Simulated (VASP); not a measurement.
Wanted: the native input for a VASP 6.6.1 run.

* Task: single point
* Functional: r2SCAN
* Potentials or basis: VASP PAW PBE potentials, release 64 (Al, N)
* Cutoff: 520 eV
* k mesh: 10 × 10 × 10
* Occupations: gaussian, width 0.05 eV
* Spin: no spin polarisation
* Dipole correction: no
* Further INCAR settings: ALGO = Normal; EDIFF = 1e-06; NBANDS = 11

Crystal: AlN.

```
Al N
1.0
     0.00000    2.19856    2.19856
     2.18490    0.01366    2.18490
     2.18490    2.18490    0.01366
Al N
1 1
Direct
  0.00000 0.00000 0.00000
  0.75000 0.75000 0.75000
```

This cell differs from its parent crystal: strain +0.0125 x Voigt [0, 0, 0, 1, 0, 0].

One way to write it, as run:

POSCAR

```
AlN
1.0
    0.0000000000      2.1985562571      2.1985562571
    2.1849006282      0.0136556289      2.1849006282
    2.1849006282      2.1849006282      0.0136556289
Al N
1 1
Direct
    0.0000000000      0.0000000000      0.0000000000
    0.7500000000      0.7500000000      0.7500000000
```

INCAR.step1

```
  PREC = Accurate
  ENCUT = 520
  ISMEAR = 0
  SIGMA = 0.05
  LREAL = False
  LASPH = True
  NELM = 100
  NBANDS = 11
  GGA = PE
  ALGO = Normal
  EDIFF = 1E-4
  LWAVE = True
  LCHARG = False
```

INCAR.step2

```
  PREC = Accurate
  ENCUT = 520
  EDIFF = 1E-6
  ISMEAR = 0
  SIGMA = 0.05
  LREAL = False
  LASPH = True
  NELM = 100
  ALGO = Normal
  ISIF = 2
  LWAVE = False
  LCHARG = False
  METAGGA = R2SCAN
  LMIXTAU = True
  NBANDS = 11
  ISTART = 1
```

KPOINTS

```
regular mesh
0
Gamma
  10 10 10
```

Potentials or basis: VASP PAW PBE potentials, release 64 (Al, N).

The run is started by

```sh
$ cat potpaw_PBE.64/Al/POTCAR potpaw_PBE.64/N/POTCAR > POTCAR
$ cp INCAR.step1 INCAR
$ mpirun -np 1 vasp_std > vasp.out
$ cp INCAR.step2 INCAR
$ mpirun -np 1 vasp_std > vasp.out
```

Results of the run:

```
Pressure               : -0.4 GPa
Largest force          : 0.109 eV/Å
Band gap on the k mesh : 3.90 eV, indirect (least direct gap 4.84 eV)
```

Caveat: the cell differs from its parent crystal (strain +0.0125 x Voigt [0, 0, 0, 1, 0, 0]); the PAW data sets were made with another functional, which shifts forces and pressure a little.

It took 79 s on 1 thread of Intel(R) Xeon(R) Platinum 8259CL CPU @ 2.50GHz (Skylake/Cascade Lake) (shared host), peak memory 0.16 GiB.
